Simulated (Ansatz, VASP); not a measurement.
# BP in VASP and in Ansatz

INCAR

```
PREC = Accurate
ENCUT = 500
EDIFF = 1E-6
ISMEAR = 0
SIGMA = 0.01
LREAL = F
LASPH = T
NELM = 120
ALGO = Normal
ISIF = 2
LWAVE = F
LCHARG = T
GGA = PE
LELF = T
LVHAR = T
NBANDS = 11
GGA_COMPAT = F
```

File KPOINTS:

```
Automatic mesh
0
Gamma
  4 4 4
```

File POSCAR:

```
BP
1.0
    0.0000000000      2.2690000000      2.2690000000
    2.2690000000      0.0000000000      2.2690000000
    2.2690000000      2.2690000000      0.0000000000
B P
1 1
Direct
    0.0000000000      0.0000000000      0.0000000000
    0.2500000000      0.2500000000      0.2500000000
```

Input for Ansatz:

```yaml
crystal:
  lattice:
    - [0.0, 2.269, 2.269]
    - [2.269, 0.0, 2.269]
    - [2.269, 2.269, 0.0]
  atoms:
    - { symbol: B, position: [0.0, 0.0, 0.0] }
    - { symbol: P, position: [0.25, 0.25, 0.25] }
basis:
  ecutwfc: 550.0
kpoints:
  mp_grid:
    grid: [4, 4, 4]
hamiltonian:
  xc: pbe
  pseudopotentials:
    kind: paw
scf:
  occupations:
    method: fixed
output:
  eigenvalues: true
```

Alike in both runs: task single point; functional PBE; k mesh 4 × 4 × 4; no spin polarisation.

```csv
,VASP,Ansatz
version,VASP 6.6.1,Ansatz 0.2.0
potentials or method,"VASP PAW PBE potentials, release 64 (B, P), cutoff 500 eV","plane waves, PAW"
occupations,"gaussian, width 0.01 eV",fixed
valence electrons in the cell,8,8
```

Ansatz gave:

```
gap on the k mesh at the Fermi level (eV) : 1.32
```

Question: Estimate VASP's values.

Answer: gap on the k mesh at the Fermi level (eV): 1.31.

The k mesh is coarse, so the values compare programs but aren't converged.
